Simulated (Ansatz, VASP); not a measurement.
**Te2Mo: VASP beside Ansatz**

```
CELL_PARAMETERS angstrom
3.55707 0.00000 0.00000
-1.77853 3.08051 0.00000
0.00000 0.00000 15.20472
ATOMIC_POSITIONS crystal
Te 0.28464 0.56928 0.63109
Te 0.66667 0.33333 0.13109
Te 0.33333 0.66667 0.86891
Te 0.66667 0.33333 0.36891
Mo 0.33333 0.66667 0.25000
Mo 0.66667 0.33333 0.75000
```

Alike in both runs: task single point; functional PBE; k mesh 12 × 12 × 2; occupations gaussian, width 0.05 eV; no spin polarisation.

|  | VASP | Ansatz |
| --- | --- | --- |
| version | VASP 6.6.1 | Ansatz 0.2.0 |
| potentials or method | VASP PAW PBE potentials, release 64 (Te, Mo_sv), cutoff 520 eV | scalar-relativistic, plane waves, PAW |
| valence electrons in the cell | 52 | 92 |

Ansatz gave:

| Item | Value |
| --- | --- |
| gap on the k mesh at the Fermi level (eV) | 0.96 |
| least direct gap on the mesh (eV) | 1.01 |
| pressure (GPa) | 0.5 |
| traceless stress, the component that is largest in VASP (GPa) | -2.34 |
| rms of the force components (eV/Å) | 0.559 |

Q: What did VASP give for the same quantities?

A: gap on the k mesh at the Fermi level (eV): 0.96; least direct gap on the mesh (eV): 1.01; pressure (GPa): 0.5; traceless stress, the component that is largest in VASP (GPa): -2.33; rms of the force components (eV/Å): 0.559.

Atom by atom the forces differ by 0.006 eV/Å (rms over components). With one functional, cell and mesh, what is left measures potentials, basis and numerics. VASP's potentials hold 52 valence electrons a cell and Ansatz's 92, so a difference there can come from the potentials and not from the codes.

Neither program's run includes spin-orbit coupling.
